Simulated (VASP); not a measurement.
# Ga (Cmce) in VASP: single point with PBEsol

Aim: the single point of Ga with PBEsol.

Everything below comes from runs of VASP 6.6.1. Logs are shortened: lines on timing, memory, paths and dates and some standing lists are left out, and cuts for length are marked.

### 1 The cell of the first run

It takes space group Cmce (No. 64, orthorhombic). The conventional cell has a = 4.472 Å, b = 7.594 Å, c = 4.492 Å, α = 90.00°, β = 90.00°, γ = 90.00°. Ga (site symmetry m) has 7 Ga at 2.48 to 2.76 Å within 3.3 Å.

### 2 Single point, PBEsol

Input file INCAR:

```
  ALGO = Fast
  EDIFF = 1E-6
  ENCUT = 520
  GGA = PS
  ISIF = 2
  ISMEAR = 0
  LASPH = True
  LCHARG = False
  LREAL = False
  LWAVE = False
  NBANDS = 34
  NELM = 80
  PREC = Accurate
  SIGMA = 0.1
```

Input file KPOINTS:

```
k-points
0
Gamma
  12 12 10
```

Input file POSCAR:

```
Ga
1.0
    2.2359792274     -3.7968255132      0.0000000000
    2.2359792274      3.7968255132      0.0000000000
    0.0000000000      0.0000000000      4.4920573230
Ga
4
Direct
    0.6559873394      0.3440126606      0.4166401394
    0.8440126606      0.1559873394      0.9166401394
    0.3440126606      0.6559873394      0.5833598606
    0.1559873394      0.8440126606      0.0833598606
```

Potentials or basis: VASP PAW PBE potentials, release 64 (Ga_d).

On the command line:

```
> cat potpaw_PBE.64/Ga_d/POTCAR > POTCAR
> mpirun -np 1 vasp_std > vasp.out
```

OUTCAR:

```text
EDIFF = 1E-6
   ENCUT = 520
   GGA = PS
   ISIF = 2
   ISMEAR = 0
   LASPH = True
   LREAL = False
   NELM = 80
   PREC = Accurate

 ion  position               nearest neighbor table
   1  0.656  0.344  0.417-   3 2.48   2 2.66   2 2.66   4 2.69   4 2.69   3 2.76   3 2.76
   2  0.844  0.156  0.917-   4 2.48   1 2.66   1 2.66   3 2.69   3 2.69   4 2.76   4 2.76
   3  0.344  0.656  0.583-   1 2.48   4 2.66   4 2.66   2 2.69   2 2.69   1 2.76   1 2.76
   4  0.156  0.844  0.083-   2 2.48   3 2.66   3 2.66   1 2.69   1 2.69   2 2.76   2 2.76

  LATTYP: Found a base centered orthorhombic cell.
 ALAT       =     4.4719584548
 B/A-ratio  =     1.6980593856
 C/A-ratio  =     1.0044944219

  Lattice vectors:

 A1 = (   2.2359792274,  -3.7968255132,   0.0000000000)
 A2 = (   2.2359792274,   3.7968255132,   0.0000000000)
 A3 = (   0.0000000000,   0.0000000000,   4.4920573230)

Analysis of symmetry for initial positions (statically):
=====================================================================
 Subroutine PRICEL returns:
 Original cell was already a primitive cell.

 Routine SETGRP: Setting up the symmetry group for a
 base centered orthorhombic supercell.

 Subroutine GETGRP returns: Found  8 space group operations
 (whereof  4 operations were pure point group operations)
 out of a pool of  8 trial point group operations.

The static configuration has the point symmetry C_2h.
 The point group associated with its full space group is D_2h.

Analysis of symmetry for dynamics (positions and initial velocities):
=====================================================================
 Subroutine PRICEL returns:
 Original cell was already a primitive cell.

 Routine SETGRP: Setting up the symmetry group for a
 base centered orthorhombic supercell.

 Subroutine GETGRP returns: Found  8 space group operations
 (whereof  4 operations were pure point group operations)
 out of a pool of  8 trial point group operations.

The dynamic configuration has the point symmetry C_2h.
 The point group associated with its full space group is D_2h.

 Subroutine INISYM returns: Found  8 space group operations
 (whereof  4 operations are pure point group operations),
 and found     1 'primitive' translations

----------------------------------------------------------------------------------------

                                     Primitive cell

  volume of cell :      76.2717

  direct lattice vectors                    reciprocal lattice vectors
     2.235979227 -3.796825513  0.000000000     0.223615673 -0.131688959  0.000000000
     2.235979227  3.796825513  0.000000000     0.223615673  0.131688959  0.000000000
     0.000000000  0.000000000  4.492057323     0.000000000  0.000000000  0.222615147

  length of vectors
     4.406300839  4.406300839  4.492057323     0.259510985  0.259510985  0.222615147

  position of ions in fractional coordinates (direct lattice)
     0.655987339  0.344012661  0.416640139
     0.844012661  0.155987339  0.916640139
     0.344012661  0.655987339  0.583359861
     0.155987339  0.844012661  0.083359861

  ion indices of the primitive-cell ions
   primitive index   ion index
                 1           1
                 2           2
                 3           3
                 4           4

----------------------------------------------------------------------------------------

 KPOINTS: k-points

Automatic generation of k-mesh.
 Grid dimensions read from file:
 generate k-points for:   12   12   10

 Generating k-lattice:

  Cartesian coordinates                     Fractional coordinates (reciprocal lattice)
     0.018634639 -0.010974080  0.000000000     0.083333333  0.000000000  0.000000000
     0.018634639  0.010974080  0.000000000     0.000000000  0.083333333  0.000000000
     0.000000000  0.000000000  0.022261515     0.000000000  0.000000000  0.100000000

  Length of vectors
     0.021625915  0.021625915  0.022261515

  Shift w.r.t. Gamma in fractional coordinates (k-lattice)
     0.000000000  0.000000000  0.000000000

 Subroutine IBZKPT returns following result:
 ===========================================

 Found    258 irreducible k-points:

 Following reciprocal coordinates:
            Coordinates               Weight
  0.000000  0.000000  0.000000      1.000000
  0.083333  0.000000  0.000000      4.000000
  0.166667  0.000000  0.000000      4.000000
  0.250000  0.000000  0.000000      4.000000
  0.333333  0.000000  0.000000      4.000000
  0.416667  0.000000  0.000000      4.000000
[... 16 lines left out ...]
  0.500000  0.166667  0.000000      4.000000
 -0.416667  0.166667  0.000000      4.000000
 [... further k-points ...]
   k-points           NKPTS =    258   k-points in BZ     NKDIM =    258   number of bands    NBANDS=     34
   number of dos      NEDOS =    301   number of ions     NIONS =      4
   total plane-waves  NPLWV =  46656
   dimension x,y,z NGX =    36 NGY =   36 NGZ =   36
   dimension x,y,z NGXF=    72 NGYF=   72 NGZF=   72
   ions per type =               4
   NGX,Y,Z   is equivalent  to a cutoff of  13.58, 13.58, 13.32 a.u.
   NGXF,Y,Z  is equivalent  to a cutoff of  27.16, 27.16, 26.65 a.u.
 SYSTEM =  unknown system
   PREC   = accura    normal or accurate (medium, high low for compatibility)
   ISTART =      0    job   : 0-new  1-cont  2-samecut
   ICHARG =      2    charge: 1-file 2-atom 10-const
   ISPIN  =      1    spin polarized calculation?
   LNONCOLLINEAR =      F non collinear calculations
   LSORBIT =      F    spin-orbit coupling
   LASPH  =      T    aspherical Exc in radial PAW
   ENCUT  =  520.0 eV  38.22 Ry    6.18 a.u.   8.19  8.19  8.35*2*pi/ulx,y,z
   NELM   =     80;   NELMIN=  2; NELMDL= -5     # of ELM steps
   EDIFF  = 0.1E-05   stopping-criterion for ELM
   LREAL  =      F    real-space projection
   EDIFFG = 0.1E-04   stopping-criterion for IOM
   NSW    =      0    number of steps for IOM
   IBRION =     -1    ionic relax: 0-MD 1-quasi-New 2-CG
   NFREE  =      0    steps in history (QN), initial steepest desc. (CG)
   ISIF   =      2    stress and relaxation
   ISYM   =      2    0-nonsym 1-usesym 2-fastsym
   POTIM  = 0.5000    time-step for ionic-motion
   TEBEG  =    0.0;   TEEND  =   0.0 temperature during run
   PSTRESS=    0.0 pullay stress
   NELECT =      52.0000    total number of electrons
   NUPDOWN=      -1.0000    fix difference up-down
   EMIN   =  10.00;   EMAX   =-10.00  energy-range for DOS
   EFERMI =   0.00;   METHOD = LEGACY
   ISMEAR =     0;   SIGMA  =   0.10  broadening in eV -4-tet -1-fermi 0-gaus
   EFERMI_NEDOS =   21; number of points for ismear=-14 and -15
   IALGO  =     68    algorithm
   IMIX   =      4    mixing-type and parameters
     AMIX     =   0.40;   BMIX     =  1.00
     AMIX_MAG =   1.60;   BMIX_MAG =  1.00
  volume/ion in A,a.u.               =      19.07       128.68
  Fermi-wavevector in a.u.,A,eV,Ry     =   1.440859  2.722828 28.246697  2.076074
  Thomas-Fermi vector in A             =   2.559556
   LORBIT       =      0    0 simple, 1 ext, 2 COOP (PROOUT), +10 PAW based schemes
   GGA     = PS    functional components
   LHFCALC =     F    Hartree Fock is set to
   AEXX    =    0.0000 exact exchange contribution
   IVDW    =     0    specifies the selected vdW correction
   LEPSILON=     F    determine dielectric tensor
   LRPA    =     F    only Hartree local field effects (RPA)
 non-spin polarized calculation
 RMM-DIIS sequential band-by-band and
 Gauss-broadening in eV      SIGMA  =   0.10
  energy-cutoff  :      520.00
  volume of cell :       76.27
 maximum number of plane-waves:      2072
 NGX is ok and might be reduce to    36
   NGX = 17   NGY = 17   NGZ = 17

 number of electron      52.0000009 magnetization

 Free energy of the ion-electron system (eV)
  ---------------------------------------------------
  ext. energy  EPLUGINS =         0.00000000
  ---------------------------------------------------
  free energy    TOTEN  =       -13.41378087 eV

  energy without entropy =      -13.41012172  energy(sigma->0) =      -13.41195130

 E-fermi :   5.0718     XC(G=0): -10.9362

 val. band max:        5.0664796106   @ k =   0.0000   0.0000   0.4000
 cond. band min:       5.0898616365   @ k =   0.0000   0.0000   0.5000
 fundamental gap:      0.0233820259
 Fermi energy:         5.0717754543

 k-point     1 :       0.0000    0.0000    0.0000
  band No.  band energies     occupation
      1     -10.0258      2.00000
      2     -10.0161      2.00000
      3      -9.9791      2.00000
      4      -9.9624      2.00000
      5      -9.9439      2.00000
      6      -9.9194      2.00000
[... 26 lines left out ...]
     33      12.0046      0.00000
     34      12.6867      0.00000

 k-point     2 :       0.0833    0.0000    0.0000
  band No.  band energies     occupation
      1     -10.0274      2.00000
      2     -10.0128      2.00000
      3      -9.9812      2.00000
      4      -9.9657      2.00000
      5      -9.9382      2.00000
      6      -9.9175      2.00000
[... 26 lines left out ...]
     33      12.2602      0.00000
     34      12.7136      0.00000

 k-point     3 :       0.1667    0.0000    0.0000
  band No.  band energies     occupation
      1     -10.0295      2.00000
      2     -10.0036      2.00000
      3      -9.9881      2.00000
      4      -9.9734      2.00000
      5      -9.9281      2.00000
      6      -9.9077      2.00000
[... 26 lines left out ...]
     33      11.6924      0.00000
     34      12.4849      0.00000
[... 704 lines left out ...]
 k-point    23 :       0.5000    0.1667    0.0000
  band No.  band energies     occupation
      1     -10.0463      2.00000
      2     -10.0328      2.00000
      3      -9.9794      2.00000
      4      -9.9537      2.00000
      5      -9.9435      2.00000
      6      -9.8949      2.00000
[... 26 lines left out ...]
     33      12.4165      0.00000
     34      14.0150      0.00000

 k-point    24 :      -0.4167    0.1667    0.0000
  band No.  band energies     occupation
      1     -10.0382      2.00000
      2     -10.0382      2.00000
      3      -9.9702      2.00000
      4      -9.9620      2.00000
      5      -9.9490      2.00000
      6      -9.8984      2.00000
[... 26 lines left out ...]
     33      12.5134      0.00000
     34      13.4725      0.00000

 [... further k-points ...]

------------------------ aborting loop because EDIFF is reached ----------------------------------------

  FORCE on cell =-STRESS in cart. coord.  units (eV):
  Direction    XX          YY          ZZ          XY          YZ          ZX
  --------------------------------------------------------------------------------------
  -------------------------------------------------------------------------------------
  Total        0.0163488      0.0057510      0.0176849      0.0000000     -0.0000000      0.0000000
  in kB        0.3434257      0.1208057      0.3714927      0.0000000     -0.0000000      0.0000000
  external PRESSURE =       0.2785747 kB  Pullay stress =       0.0000000 kB

 VOLUME and BASIS-vectors are now :
 -----------------------------------------------------------------------------
  energy-cutoff  :      520.00
  volume of cell :       76.27
      direct lattice vectors                 reciprocal lattice vectors
     2.235979227 -3.796825513  0.000000000     0.223615673 -0.131688959  0.000000000
     2.235979227  3.796825513  0.000000000     0.223615673  0.131688959  0.000000000
     0.000000000  0.000000000  4.492057323     0.000000000  0.000000000  0.222615147

 POSITION                                       TOTAL-FORCE (eV/Angst)
 -----------------------------------------------------------------------------------
      2.23598     -1.18451      1.87157         0.000000      0.004423      0.002357
      2.23598     -2.61231      4.11760         0.000000     -0.004423      0.002357
      2.23598      1.18451      2.62049         0.000000     -0.004423     -0.002357
      2.23598      2.61231      0.37446         0.000000      0.004423     -0.002357
 -----------------------------------------------------------------------------------
    total drift:                               -0.000000     -0.000000      0.000000

  FREE ENERGIE OF THE ION-ELECTRON SYSTEM (eV)
  ---------------------------------------------------
  free  energy   TOTEN  =       -13.4137808731 eV

  energy  without entropy=      -13.4101217187  energy(sigma->0) =      -13.41195130
```

It took 14 min on 1 thread of Oxide Virtual Turin-like, shared host; peak memory 0.52 GiB.

What came out:

```
Free energy            : -13.4138 eV
Pressure               : 0.0 GPa
Largest force          : 0.005 eV/Å
Band gap on the k mesh : zero (bands 26 and 27 overlap by 1.38 eV)
```

Forces on the atoms (eV/Å):
```
Ga   0.000  0.004  0.002
Ga   0.000 -0.004  0.002
Ga   0.000 -0.004 -0.002
Ga   0.000  0.004 -0.002
```

Levels at points of the mesh, in eV from the Fermi level:
| k point | band 23 | band 24 | band 25 | band 26 | band 27 | band 28 | band 29 | band 30 |
| --- | --- | --- | --- | --- | --- | --- | --- | --- |
| (0.00, 0.00, 0.00) | -3.77 | -1.74 | -1.64 | -0.72 | 0.95 | 1.02 | 1.11 | 5.24 |
| (0.50, 0.00, 0.00) | -3.42 | -3.42 | -1.37 | -1.37 | 0.77 | 0.77 | 4.27 | 4.27 |
| (0.50, 0.50, 0.00) | -4.06 | -3.33 | -1.71 | -1.56 | 1.12 | 1.23 | 3.49 | 3.89 |
| (0.00, 0.00, 0.50) | -0.01 | -0.01 | 0.02 | 0.02 | 0.13 | 0.13 | 2.12 | 2.12 |
| (0.50, 0.00, 0.50) | -6.33 | -6.33 | -1.53 | -1.53 | 0.57 | 0.57 | 7.39 | 7.39 |
| (0.50, 0.50, 0.50) | -5.38 | -5.38 | -1.27 | -1.27 | -0.90 | -0.90 | 6.84 | 6.84 |

Caveat: the PAW data sets were made with another functional, which shifts forces and pressure a little.

The gap in the log of VASP goes by the Fermi energy; the results here count the filled bands.